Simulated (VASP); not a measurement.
# Al (Fm-3m) in VASP: further runs, part 2 of 2

VASP 6.6.1. Earlier steps stand in the parts before.

### Step 3. Single point, LDA

Contents of INCAR:

```
PREC = Accurate ; ENCUT = 520
EDIFF = 1E-6 ; ISMEAR = -1
SIGMA = 0.2 ; LREAL = F
LASPH = T ; NELM = 80
ALGO = Normal ; ISIF = 2
LWAVE = F ; LCHARG = T
GGA = CA ; LELF = T
LVHAR = T ; NBANDS = 8
```

Contents of KPOINTS:

```
Automatic mesh
0
Gamma
  14 14 14
```

Contents of POSCAR:

```
Al
1.0
    0.0000000000      1.9916090303      1.9916090303
    1.9916090303      0.0000000000      1.9916090303
    1.9916090303      1.9916090303      0.0000000000
Al
1
Direct
    0.0000000000      0.0000000000      0.0000000000
```

Potentials or basis: VASP PAW LDA potentials, release 64 (Al).

Started as:

```console
cat potpaw_LDA.64/Al/POTCAR > POTCAR
mpirun -np 1 vasp_std > vasp.out
```

OUTCAR:

```text
PREC = Accurate
   ENCUT = 520
   EDIFF = 1E-6
   ISMEAR = -1
   LREAL = F
   LASPH = T
   NELM = 80
   ISIF = 2
   GGA = CA

 ion  position               nearest neighbor table
   1  0.000  0.000  0.000-

  LATTYP: Found a face centered cubic cell.
 ALAT       =     3.9832180606

  Lattice vectors:

 A1 = (   0.0000000000,   1.9916090303,   1.9916090303)
 A2 = (   1.9916090303,   0.0000000000,   1.9916090303)
 A3 = (   1.9916090303,   1.9916090303,   0.0000000000)

Analysis of symmetry for initial positions (statically):
=====================================================================
 Subroutine PRICEL returns:
 Original cell was already a primitive cell.

 Routine SETGRP: Setting up the symmetry group for a
 face centered cubic supercell.

 Subroutine GETGRP returns: Found 48 space group operations
 (whereof 48 operations were pure point group operations)
 out of a pool of 48 trial point group operations.

The static configuration has the point symmetry O_h .

Analysis of symmetry for dynamics (positions and initial velocities):
[... 159 lines left out ...]
 val. band max:        8.1887778050   @ k =  -0.3571   0.4286   0.2143
 cond. band min:       8.2559057937   @ k =   0.5000   0.2857   0.0000
 fundamental gap:      0.0671279887
 Fermi energy:         8.2430405317

 k-point     1 :       0.0000    0.0000    0.0000
  band No.  band energies     occupation
      1      -3.1536      2.00000
      2      21.0565      0.00000
      3      21.0565      0.00000
      4      21.0565      0.00000
      5      22.7141      0.00000
      6      22.7141      0.00000
      7      22.7141      0.00000
      8      25.1792      0.00000
[... 243 lines left out ...]
 k-point    24 :       0.2857    0.1429    0.0000
  band No.  band energies     occupation
      1      -1.0804      2.00000
      2      12.6168      0.00000
      3      16.8607      0.00000
      4      18.3995      0.00000
      5      18.8839      0.00000
      6      22.8491      0.00000
      7      26.7602      0.00000
      8      27.4020      0.00000

 [... further k-points ...]

------------------------ aborting loop because EDIFF is reached ----------------------------------------

  FORCE on cell =-STRESS in cart. coord.  units (eV):
  Direction    XX          YY          ZZ          XY          YZ          ZX
  --------------------------------------------------------------------------------------
  -------------------------------------------------------------------------------------
  Total        0.0232382      0.0232382      0.0232382     -0.0000000      0.0000000      0.0000000
  in kB        2.3565222      2.3565222      2.3565222     -0.0000000      0.0000000      0.0000000
  external PRESSURE =       2.3565222 kB  Pullay stress =       0.0000000 kB

 VOLUME and BASIS-vectors are now :
 -----------------------------------------------------------------------------
  energy-cutoff  :      520.00
  volume of cell :       15.80
      direct lattice vectors                 reciprocal lattice vectors
     0.000000000  1.991609030  1.991609030    -0.251053290  0.251053290  0.251053290
     1.991609030  0.000000000  1.991609030     0.251053290 -0.251053290  0.251053290
     1.991609030  1.991609030  0.000000000     0.251053290  0.251053290 -0.251053290

 POSITION                                       TOTAL-FORCE (eV/Angst)
 -----------------------------------------------------------------------------------
      0.00000      0.00000      0.00000         0.000000      0.000000     -0.000000
 -----------------------------------------------------------------------------------
    total drift:                                0.000000     -0.000000     -0.000000

  FREE ENERGIE OF THE ION-ELECTRON SYSTEM (eV)
  ---------------------------------------------------
  free  energy   TOTEN  =        -4.2138498650 eV

  energy  without entropy=       -4.1576384538  energy(sigma->0) =       -4.18574416
```

Wall time 5.7 s (1 thread of Intel Xeon 6975P-C, shared host); peak memory 0.12 GiB.

What came out:

```yaml
Free_energy: -4.2138 eV
Pressure: 0.2 GPa
```

Levels at points of the mesh, in eV from the Fermi level:
```csv
k point,band 1,band 2,band 3,band 4,band 5,band 6
"(0.00, 0.00, 0.00)",-11.40,12.81,12.81,12.81,14.47,14.47
"(0.50, 0.00, 0.00)",-4.72,-4.45,11.64,11.64,11.71,11.71
"(0.50, 0.50, 0.00)",-3.00,-1.62,5.31,5.74,5.74,9.37
```

### Step 4. Single point, LDA

Contents of INCAR:

```
PREC     = Accurate       # precision mode
ENCUT    = 520            # plane-wave cutoff, eV
EDIFF    = 1E-7           # SCF threshold, eV
ISMEAR   = -1             # smearing method
SIGMA    = 0.3            # smearing width, eV
LREAL    = False          # projectors in reciprocal space
LASPH    = True           # aspherical terms in the spheres
NELM     = 80             # most SCF steps
ALGO     = Normal         # electronic algorithm
ISIF     = 2              # what is computed and relaxed
LWAVE    = False          # write WAVECAR
LCHARG   = False          # write CHGCAR
NBANDS   = 8              # bands
```

Contents of KPOINTS:

```
regular mesh
0
Gamma
  14 14 14
```

POSCAR is that of step 3.

Started as:

```console
cat potpaw_LDA.64/Al/POTCAR > POTCAR
mpirun -np 1 vasp_std > vasp.out
```

It took 16 s on 1 thread of AMD EPYC 7R13, shared host; peak memory 0.13 GiB.

Results (log left out):

```
Free energy : -4.2480 eV
Pressure    : 0.5 GPa
```

Levels at points of the mesh, in eV from the Fermi level:
```tsv
k point	band 1	band 2	band 3	band 4	band 5
(0.00, 0.00, 0.00)	-11.39	12.82	12.82	12.82	14.47
(0.50, 0.00, 0.00)	-4.72	-4.45	11.64	11.64	11.71
(0.50, 0.50, 0.00)	-3.00	-1.62	5.31	5.75	5.75
```

### Step 5. Single point, LDA

Edit INCAR of step 4 so:

```diff
@@ -2,5 +2,5 @@
 ENCUT    = 520            # plane-wave cutoff, eV
-EDIFF    = 1E-7           # SCF threshold, eV
+EDIFF    = 1E-6           # SCF threshold, eV
 ISMEAR   = -1             # smearing method
-SIGMA    = 0.3            # smearing width, eV
+SIGMA    = 0.6            # smearing width, eV
 LREAL    = False          # projectors in reciprocal space
```

Contents of KPOINTS:

```
Automatic mesh
0
Gamma
  14 14 14
```

POSCAR is that of step 4.

Started as:

```console
cat potpaw_LDA.64/Al/POTCAR > POTCAR
mpirun -np 1 vasp_std > vasp.out
```

Wall time 15 s (1 thread of AMD EPYC 7R13, shared host); peak memory 0.12 GiB.

It converged, with:

```yaml
Free_energy: -4.4241 eV
Pressure: 1.8 GPa
```

Levels at points of the mesh, in eV from the Fermi level:
| k point | band 1 | band 2 | band 3 | band 4 | band 5 |
| --- | --- | --- | --- | --- | --- |
| (0.00, 0.00, 0.00) | -11.37 | 12.84 | 12.84 | 12.84 | 14.50 |
| (0.50, 0.00, 0.00) | -4.69 | -4.42 | 11.67 | 11.67 | 11.73 |
| (0.50, 0.50, 0.00) | -2.97 | -1.59 | 5.34 | 5.77 | 5.77 |

### Step 6. Summary

| smearing | gap on the mesh (eV) | pressure (GPa) |
| --- | --- | --- |
| fermi-dirac 0.1 eV | none | 0.0 |
| fermi-dirac 0.2 eV | none | 0.2 |
| fermi-dirac 0.3 eV | none | 0.5 |
| fermi-dirac 0.6 eV | none | 1.8 |

Alike in all rows: task single point; level LDA; potentials or basis VASP PAW LDA potentials, release 64 (Al); no spin polarisation; cell as given; k mesh 14 × 14 × 14; cutoff (eV) 520.

Every run on the cell as given and a fine mesh finds a metal.

Total energies depend on the potentials used, so only differences within one code and one set of settings carry meaning.
